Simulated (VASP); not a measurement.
Write the native input for VASP 6.6.1 that does the following.

| Item | Value |
| --- | --- |
| Task | single point |
| Functional | PBE |
| Potentials or basis | VASP PAW PBE potentials, release 64 (Ta_pv, As) |
| Cutoff | 520 eV |
| k mesh | 18 × 18 × 18 |
| Occupations | fermi-dirac, width 0.15 eV |
| Spin | no spin polarisation |
| Dipole correction | no |
| Further INCAR settings | ALGO = Normal; EDIFF = 1e-06; NBANDS = 24 |

The structure of TaAs lies in POSCAR:

```
TaAs
1.0
   -1.7319819188      1.7319819188      5.8664077409
    1.7319819188     -1.7319819188      5.8664077409
    1.7319819188      1.7319819188     -5.8664077409
Ta As
2 2
Direct
    0.5001821005      1.0001821005      0.5000000000
    0.7501821005      0.7501821005      0.0000000000
    0.0824173195      0.5824173195      0.5000000000
    0.3324173195      0.3324173195      0.0000000000
```

One way to write it, as run:

INCAR

```
SYSTEM = TaAs
ALGO = Normal ; EDIFF = 1E-6
ENCUT = 520 ; GGA = PE
ISIF = 2 ; ISMEAR = -1
LASPH = .True. ; LCHARG = .True.
LELF = .True. ; LREAL = .False.
LVHAR = .True. ; LWAVE = .False.
NBANDS = 24 ; NELM = 60
PREC = Accurate ; SIGMA = 0.15
```

KPOINTS

```
k-points
0
Gamma
  18 18 18
  0 0 0
```

Potentials or basis: VASP PAW PBE potentials, release 64 (Ta_pv, As).

Run with:

```bash
$ cat potpaw_PBE.64/Ta_pv/POTCAR potpaw_PBE.64/As/POTCAR > POTCAR
$ mpirun -np 1 vasp_std > vasp.out
```

Results of the run:

```
Pressure               : 0.4 GPa
Band gap on the k mesh : zero (bands 16 and 17 overlap by 0.02 eV)
```

Caveat: spin-orbit coupling is left out, which moves the levels of the heavy elements.

Run time: 25 min on 1 thread of Intel(R) Xeon(R) Platinum 8488C (Sapphire Rapids), with other jobs on the host, peak memory 0.88 GiB.
